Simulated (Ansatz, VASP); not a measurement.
One calculation of CoO, two programs

```
Co O
1.0
     1.50547    0.86918    2.43993
    -1.50547    0.86918    2.43993
     0.00000   -1.73837    2.43993
Co O
1 1
Direct
  0.99683 0.00019 0.00637
  0.47022 0.51568 0.50987
```

Change from the starting cell: atoms moved at random, drawn with an rms of 0.05 Å.

Alike in both runs: task single point; functional PBE; k mesh 11 × 11 × 11; occupations fermi-dirac, width 0.05 eV; collinear spin.

|  | VASP | Ansatz |
| --- | --- | --- |
| version | VASP 6.6.1 | Ansatz 0.2.0 |
| potentials or method | VASP PAW PBE potentials, release 64 (Co, O), cutoff 520 eV | all-electron LAPW, scalar-relativistic |

|  | VASP | Ansatz | Ansatz less VASP |
| --- | --- | --- | --- |
| gap on the k mesh at the Fermi level (eV) | none | none | - |
| pressure (GPa) | -0.2 | 0.3 | +0.51 |
| traceless stress, the component that is largest in VASP (GPa) | -0.32 | -0.32 | +0.006 |
| rms of the force components (eV/Å) | 0.057 | 0.061 | +0.0039 |
| net moment per atom (μB) | 1.44 | 1.45 | +0.014 |
| size of the moment on the site where the two differ most (μB) | 2.54 | 2.57 | +0.029 |

Site moments also hang on the region over which each program counts them. Atom by atom the forces differ by 0.004 eV/Å (rms over components). A gap of «none» marks a metal or a gap that the smearing closes. Ansatz ran all-electron here, and VASP with PAW potentials.
